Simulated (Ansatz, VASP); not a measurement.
# BP in VASP and in Ansatz

```
B P
1.0
     0.00000    2.07899    2.70269
     2.07899    0.00000    2.70269
     2.07899    2.07899    0.00000
B P
1 1
Direct
  0.00000 0.00000 0.00000
  0.75000 0.75000 0.75000
```

Alike in both runs: task single point; functional r2SCAN; k mesh 12 × 12 × 12; occupations gaussian, width 0.05 eV; no spin polarisation.

|  | VASP | Ansatz |
| --- | --- | --- |
| version | VASP 6.6.1 | Ansatz 0.2.0 |
| potentials or method | VASP PAW PBE potentials, release 64 (B, P), cutoff 520 eV | scalar-relativistic, plane waves, PAW |
| valence electrons in the cell | 8 | 8 |

|  | VASP | Ansatz | Ansatz less VASP |
| --- | --- | --- | --- |
| gap on the k mesh at the Fermi level (eV) | none | none | - |
| pressure (GPa) | -0.8 | -0.3 | +0.47 |
| traceless stress, the component that is largest in VASP (GPa) | -64.00 | -63.65 | +0.350 |

VASP's potentials were made for PBE, not for r2SCAN. A gap of «none» marks a metal or a gap that the smearing closes. The functional is the same, so the differences come from potentials, cutoffs and numerics.
